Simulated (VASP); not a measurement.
# TiOs (P4mm) in VASP: a series of runs

TiOs is run at these levels: LDA; tasks: single point.

All numbers are computed with VASP 6.6.1; they aren't measurements. Logs are shortened: lines on timing, memory, paths and dates and some standing lists are left out, and cuts for length are marked.

## (1) The cell of the first run

The structure is tetragonal, space group P4mm (No. 99). The conventional cell has a = 3.080 Å, b = 3.080 Å, c = 3.080 Å, α = 90.00°, β = 90.00°, γ = 90.00°. Within 3.4 Å of Ti (site symmetry 4mm) lie 8 Os at 2.56 to 2.79 Å and 6 Ti at 3.08 Å. Within 3.4 Å of Os (site symmetry 4mm) lie 8 Ti at 2.56 to 2.79 Å and 6 Os at 3.08 Å.

## (2) Single point, LDA

INCAR

```
PREC = Accurate
ENCUT = 520
EDIFF = 1E-6
ISMEAR = -1
SIGMA = 0.05
LREAL = False
LASPH = True
NELM = 80
ALGO = Normal
ISIF = 2
LWAVE = False
LCHARG = False
GGA = CA
NBANDS = 17
```

KPOINTS

```
Automatic mesh
0
Gamma
  8 8 8
```

POSCAR

```
TiOs
1.0
    3.0800000000      0.0000000000      0.0000000000
    0.0000000000      3.0800000000      0.0000000000
    0.0000000000      0.0000000000      3.0800000000
Ti Os
1 1
Direct
    0.5000000000      0.4350649351      0.5000000000
    0.0000000000      0.0000000000      0.0000000000
```

Potentials or basis: VASP PAW LDA potentials, release 64 (Ti_sv, Os).

Run with:

```bash
> cat potpaw_LDA.64/Ti_sv/POTCAR potpaw_LDA.64/Os/POTCAR > POTCAR
> mpirun -np 1 vasp_std > vasp.out
```

OUTCAR:

```text
PREC = Accurate
   ENCUT = 520
   EDIFF = 1E-6
   ISMEAR = -1
   LREAL = False
   LASPH = True
   NELM = 80
   ISIF = 2
   GGA = CA

 ion  position               nearest neighbor table
   1  0.500  0.435  0.500-   2 2.56   2 2.56   2 2.56   2 2.56   2 2.79   2 2.79   2 2.79   2 2.79

   2  0.000  0.000  0.000-   1 2.56   1 2.56   1 2.56   1 2.56   1 2.79   1 2.79   1 2.79   1 2.79

  LATTYP: Found a simple cubic cell.
 ALAT       =     3.0800000000

  Lattice vectors:

 A1 = (   3.0800000000,   0.0000000000,   0.0000000000)
 A2 = (   0.0000000000,   3.0800000000,   0.0000000000)
 A3 = (   0.0000000000,   0.0000000000,   3.0800000000)

Analysis of symmetry for initial positions (statically):
=====================================================================
 Subroutine PRICEL returns:
 Original cell was already a primitive cell.

 Routine SETGRP: Setting up the symmetry group for a
 simple cubic supercell.

 Subroutine GETGRP returns: Found  8 space group operations
 (whereof  8 operations were pure point group operations)
 out of a pool of 48 trial point group operations.

The static configuration has the point symmetry C_4v.

Analysis of symmetry for dynamics (positions and initial velocities):
=====================================================================
 Subroutine PRICEL returns:
 Original cell was already a primitive cell.

 Routine SETGRP: Setting up the symmetry group for a
 simple cubic supercell.

 Subroutine GETGRP returns: Found  8 space group operations
 (whereof  8 operations were pure point group operations)
 out of a pool of 48 trial point group operations.

The dynamic configuration has the point symmetry C_4v.

 Subroutine INISYM returns: Found  8 space group operations
 (whereof  8 operations are pure point group operations),
 and found     1 'primitive' translations

----------------------------------------------------------------------------------------

                                     Primitive cell

  volume of cell :      29.2181

  direct lattice vectors                    reciprocal lattice vectors
     3.080000000  0.000000000  0.000000000     0.324675325  0.000000000  0.000000000
     0.000000000  3.080000000  0.000000000     0.000000000  0.324675325  0.000000000
     0.000000000  0.000000000  3.080000000     0.000000000  0.000000000  0.324675325

  length of vectors
     3.080000000  3.080000000  3.080000000     0.324675325  0.324675325  0.324675325

  position of ions in fractional coordinates (direct lattice)
     0.500000000  0.435064935  0.500000000
     0.000000000  0.000000000  0.000000000

  ion indices of the primitive-cell ions
   primitive index   ion index
                 1           1
                 2           2

----------------------------------------------------------------------------------------

 KPOINTS: Automatic mesh

Automatic generation of k-mesh.
 Grid dimensions read from file:
 generate k-points for:    8    8    8

 Generating k-lattice:

  Cartesian coordinates                     Fractional coordinates (reciprocal lattice)
     0.040584416  0.000000000  0.000000000     0.125000000  0.000000000  0.000000000
     0.000000000  0.040584416  0.000000000     0.000000000  0.125000000  0.000000000
     0.000000000  0.000000000  0.040584416     0.000000000  0.000000000  0.125000000

  Length of vectors
     0.040584416  0.040584416  0.040584416

  Shift w.r.t. Gamma in fractional coordinates (k-lattice)
     0.000000000  0.000000000  0.000000000

 Subroutine IBZKPT returns following result:
 ===========================================

 Found     75 irreducible k-points:

 Following reciprocal coordinates:
            Coordinates               Weight
  0.000000  0.000000  0.000000      1.000000
  0.125000  0.000000  0.000000      4.000000
  0.000000  0.125000  0.000000      2.000000
  0.250000  0.000000  0.000000      4.000000
  0.000000  0.250000  0.000000      2.000000
  0.375000  0.000000  0.000000      4.000000
[... 16 lines left out ...]
  0.375000  0.250000  0.000000      8.000000
  0.000000  0.375000  0.250000      8.000000
 [... further k-points ...]
   k-points           NKPTS =     75   k-points in BZ     NKDIM =     75   number of bands    NBANDS=     17
   number of dos      NEDOS =    301   number of ions     NIONS =      2
   total plane-waves  NPLWV =  13824
   dimension x,y,z NGX =    24 NGY =   24 NGZ =   24
   dimension x,y,z NGXF=    48 NGYF=   48 NGZF=   48
   ions per type =               1   1
   NGX,Y,Z   is equivalent  to a cutoff of  12.95, 12.95, 12.95 a.u.
   NGXF,Y,Z  is equivalent  to a cutoff of  25.91, 25.91, 25.91 a.u.
 SYSTEM =  unknown system
   PREC   = accura    normal or accurate (medium, high low for compatibility)
   ISTART =      0    job   : 0-new  1-cont  2-samecut
   ICHARG =      2    charge: 1-file 2-atom 10-const
   ISPIN  =      1    spin polarized calculation?
   LNONCOLLINEAR =      F non collinear calculations
   LSORBIT =      F    spin-orbit coupling
   LASPH  =      T    aspherical Exc in radial PAW
   ENCUT  =  520.0 eV  38.22 Ry    6.18 a.u.   5.73  5.73  5.73*2*pi/ulx,y,z
   NELM   =     80;   NELMIN=  2; NELMDL= -5     # of ELM steps
   EDIFF  = 0.1E-05   stopping-criterion for ELM
   LREAL  =      F    real-space projection
   EDIFFG = 0.1E-04   stopping-criterion for IOM
   NSW    =      0    number of steps for IOM
   IBRION =     -1    ionic relax: 0-MD 1-quasi-New 2-CG
   NFREE  =      0    steps in history (QN), initial steepest desc. (CG)
   ISIF   =      2    stress and relaxation
   ISYM   =      2    0-nonsym 1-usesym 2-fastsym
   POTIM  = 0.5000    time-step for ionic-motion
   TEBEG  =    0.0;   TEEND  =   0.0 temperature during run
   PSTRESS=    0.0 pullay stress
   NELECT =      20.0000    total number of electrons
   NUPDOWN=      -1.0000    fix difference up-down
   EMIN   =  10.00;   EMAX   =-10.00  energy-range for DOS
   EFERMI =   0.00;   METHOD = LEGACY
   ISMEAR =    -1;   SIGMA  =   0.05  broadening in eV -4-tet -1-fermi 0-gaus
   EFERMI_NEDOS =   21; number of points for ismear=-14 and -15
   IALGO  =     38    algorithm
   IMIX   =      4    mixing-type and parameters
     AMIX     =   0.40;   BMIX     =  1.00
     AMIX_MAG =   1.60;   BMIX_MAG =  1.00
  volume/ion in A,a.u.               =      14.61        98.59
  Fermi-wavevector in a.u.,A,eV,Ry     =   1.442782  2.726463 28.322167  2.081621
  Thomas-Fermi vector in A             =   2.561264
   LORBIT       =      0    0 simple, 1 ext, 2 COOP (PROOUT), +10 PAW based schemes
   GGA     = CA    functional components
   LHFCALC =     F    Hartree Fock is set to
   AEXX    =    0.0000 exact exchange contribution
   IVDW    =     0    specifies the selected vdW correction
   LEPSILON=     F    determine dielectric tensor
   LRPA    =     F    only Hartree local field effects (RPA)
 non-spin polarized calculation
  energy-cutoff  :      520.00
  volume of cell :       29.22
 maximum number of plane-waves:       840
 NGX is ok and might be reduce to    24
   NGX = 11   NGY = 11   NGZ = 11

 number of electron      20.0000005 magnetization

 Free energy of the ion-electron system (eV)
  ---------------------------------------------------
  ext. energy  EPLUGINS =         0.00000000
  ---------------------------------------------------
  free energy    TOTEN  =       -22.52005445 eV

  energy without entropy =      -22.51535730  energy(sigma->0) =      -22.51770588

 E-fermi :   9.4667     XC(G=0): -13.3009

 val. band max:        9.3845131530   @ k =   0.0000   0.5000   0.3750
 cond. band min:       9.5058691231   @ k =   0.3750   0.0000   0.5000
 fundamental gap:      0.1213559701
 Fermi energy:         9.4666984242

 k-point     1 :       0.0000    0.0000    0.0000
  band No.  band energies     occupation
      1     -47.0216      2.00000
      2     -23.5655      2.00000
      3     -23.5487      2.00000
      4     -23.5487      2.00000
      5       0.8263      2.00000
      6       3.8644      2.00000
[... 9 lines left out ...]
     16      18.3223      0.00000
     17      18.3223      0.00000

 k-point     2 :       0.1250    0.0000    0.0000
  band No.  band energies     occupation
      1     -47.0175      2.00000
      2     -23.5866      2.00000
      3     -23.5639      2.00000
      4     -23.5482      2.00000
      5       1.1648      2.00000
      6       4.0848      2.00000
[... 9 lines left out ...]
     16      17.1515      0.00000
     17      19.3779      0.00000

 k-point     3 :       0.0000    0.1250    0.0000
  band No.  band energies     occupation
      1     -47.0176      2.00000
      2     -23.6029      2.00000
      3     -23.5477      2.00000
      4     -23.5477      2.00000
      5       1.1627      2.00000
      6       4.0154      2.00000
[... 9 lines left out ...]
     16      17.6166      0.00000
     17      19.3328      0.00000

 k-point     4 :       0.2500    0.0000    0.0000
  band No.  band energies     occupation
      1     -47.0076      2.00000
      2     -23.6770      2.00000
      3     -23.5601      2.00000
      4     -23.5470      2.00000
      5       2.0831      2.00000
      6       4.5328      2.00000
[... 9 lines left out ...]
     16      14.9568      0.00000
     17      21.4504      0.00000
[... 343 lines left out ...]
      1     -46.9963      2.00000
      2     -23.6743      2.00000
      3     -23.6481      2.00000
      4     -23.5520      2.00000
      5       2.9985      2.00000
      6       4.9656      2.00000
[... 9 lines left out ...]
     16      16.0844      0.00000
     17      18.7000      0.00000

 k-point    23 :       0.3750    0.2500    0.0000
  band No.  band energies     occupation
      1     -46.9878      2.00000
      2     -23.7422      2.00000
      3     -23.6611      2.00000
      4     -23.5343      2.00000
      5       3.6461      2.00000
      6       4.8643      2.00000
[... 9 lines left out ...]
     16      14.2354      0.00000
     17      19.4158      0.00000

 k-point    24 :       0.0000    0.3750    0.2500
  band No.  band energies     occupation
      1     -46.9881      2.00000
      2     -23.7551      2.00000
      3     -23.6486      2.00000
      4     -23.5331      2.00000
      5       3.6482      2.00000
      6       4.8681      2.00000
[... 9 lines left out ...]
     16      14.2620      0.00000
     17      19.5671      0.00000

 [... further k-points ...]

------------------------ aborting loop because EDIFF is reached ----------------------------------------

  FORCE on cell =-STRESS in cart. coord.  units (eV):
  Direction    XX          YY          ZZ          XY          YZ          ZX
  --------------------------------------------------------------------------------------
  -------------------------------------------------------------------------------------
  Total       -1.1654201     -1.3451154     -1.1654201      0.0000000      0.0000000     -0.0000000
  in kB      -63.9058965    -73.7595024    -63.9058965      0.0000000      0.0000000     -0.0000000
  external PRESSURE =     -67.1904318 kB  Pullay stress =       0.0000000 kB

 VOLUME and BASIS-vectors are now :
 -----------------------------------------------------------------------------
  energy-cutoff  :      520.00
  volume of cell :       29.22
      direct lattice vectors                 reciprocal lattice vectors
     3.080000000  0.000000000  0.000000000     0.324675325  0.000000000  0.000000000
     0.000000000  3.080000000  0.000000000     0.000000000  0.324675325  0.000000000
     0.000000000  0.000000000  3.080000000     0.000000000  0.000000000  0.324675325

 POSITION                                       TOTAL-FORCE (eV/Angst)
 -----------------------------------------------------------------------------------
      1.54000      1.34000      1.54000         0.000000      1.379563     -0.000000
      0.00000      0.00000      0.00000        -0.000000     -1.379563      0.000000
 -----------------------------------------------------------------------------------
    total drift:                                0.000000     -0.000066     -0.000000

  FREE ENERGIE OF THE ION-ELECTRON SYSTEM (eV)
  ---------------------------------------------------
  free  energy   TOTEN  =       -22.5200544525 eV

  energy  without entropy=      -22.5153573029  energy(sigma->0) =      -22.51770588
```

Wall time 56 s (1 thread of AMD EPYC, shared host); peak memory 0.13 GiB.

Results:

| Property | Result |
| --- | --- |
| Free energy | -22.5201 eV |
| Pressure | -6.7 GPa |
| Largest force | 1.380 eV/Å |
| Band gap on the k mesh | zero (bands 10 and 11 overlap by 1.55 eV) |

Forces on the atoms (eV/Å):
```
Ti   0.000  1.380  0.000
Os   0.000 -1.380  0.000
```

Levels at points of the mesh, in eV from the Fermi level:
```csv
k point,band 6,band 7,band 8,band 9,band 10,band 11,band 12,band 13,band 14,band 15
"(0.00, 0.00, 0.00)",-5.60,-5.40,-1.73,-1.47,-1.47,1.24,1.72,3.26,3.26,3.60
"(0.50, 0.00, 0.00)",-4.06,-3.55,-2.48,-2.03,-0.85,-0.33,0.69,1.02,1.71,1.95
"(0.00, 0.50, 0.00)",-4.17,-3.52,-1.85,-1.85,-0.78,-0.73,0.45,0.45,1.40,2.11
"(0.50, 0.50, 0.00)",-5.53,-3.43,-3.42,0.35,0.63,0.92,1.41,2.20,2.67,4.04
"(0.50, 0.00, 0.50)",-5.45,-3.24,-3.24,0.67,0.83,0.83,0.89,1.73,2.68,3.61
"(0.50, 0.50, 0.50)",-3.86,-3.84,-1.73,-1.68,-1.68,1.00,1.02,2.74,2.76,6.30
```

Caveat: the cell stands under tension; spin-orbit coupling is left out, which moves the levels of the heavy elements; forces of over 1 eV/Å act on the atoms, so gaps and moduli don't describe the material at rest.

## (3) Single point, LDA

INCAR

```
SYSTEM = TiOs
ALGO = Normal
EDIFF = 1E-6
ENCUT = 520
GGA = CA
ISIF = 2
ISMEAR = -1
LASPH = .True.
LCHARG = .False.
LREAL = .False.
LWAVE = .False.
NBANDS = 17
NELM = 100
PREC = Accurate
SIGMA = 0.05
```

KPOINTS

```
k-points
0
Gamma
  8 8 8
  0 0 0
```

Edit POSCAR of step 2 so:

```diff
@@ -8,3 +8,3 @@
 Direct
-    0.5000000000      0.4350649351      0.5000000000
+    0.5000000000      0.5649350649      0.5000000000
     0.0000000000      0.0000000000      0.0000000000
```

Potentials or basis: VASP PAW LDA potentials, release 64 (Ti_sv, Os).

Run with:

```bash
> cat potpaw_LDA.64/Ti_sv/POTCAR potpaw_LDA.64/Os/POTCAR > POTCAR
> mpirun -np 1 vasp_std > vasp.out
```

Run time: 52 s. Hardware: 1 thread of AMD EPYC, shared host; peak memory 0.12 GiB.

Results (log left out):

* Free energy: -22.5201 eV
* Pressure: -6.7 GPa
* Largest force: 1.380 eV/Å
* Band gap on the k mesh: zero (bands 10 and 11 overlap by 1.55 eV)

Forces on the atoms (eV/Å):
```
Ti   0.000 -1.380  0.000
Os   0.000  1.380  0.000
```

Stress tensor (GPa, compression positive):
```
-6.39  0.00  0.00
 0.00 -7.38  0.00
 0.00  0.00 -6.39
```

Levels at points of the mesh, in eV from the Fermi level:
```csv
k point,band 8,band 9,band 10,band 11,band 12,band 13
"(0.00, 0.00, 0.00)",-1.73,-1.47,-1.47,1.24,1.72,3.26
"(0.50, 0.00, 0.00)",-2.48,-2.03,-0.85,-0.33,0.69,1.02
"(0.00, 0.50, 0.00)",-1.85,-1.85,-0.78,-0.73,0.45,0.45
"(0.50, 0.50, 0.00)",-3.42,0.35,0.63,0.92,1.41,2.20
"(0.50, 0.00, 0.50)",-3.24,0.67,0.83,0.83,0.89,1.73
"(0.50, 0.50, 0.50)",-1.73,-1.68,-1.68,1.00,1.02,2.74
```

Caveat: the cell stands under tension; spin-orbit coupling is left out, which moves the levels of the heavy elements; forces of over 1 eV/Å act on the atoms, so gaps and moduli don't describe the material at rest.

The gap in the log of VASP goes by the Fermi energy; the results here count the filled bands.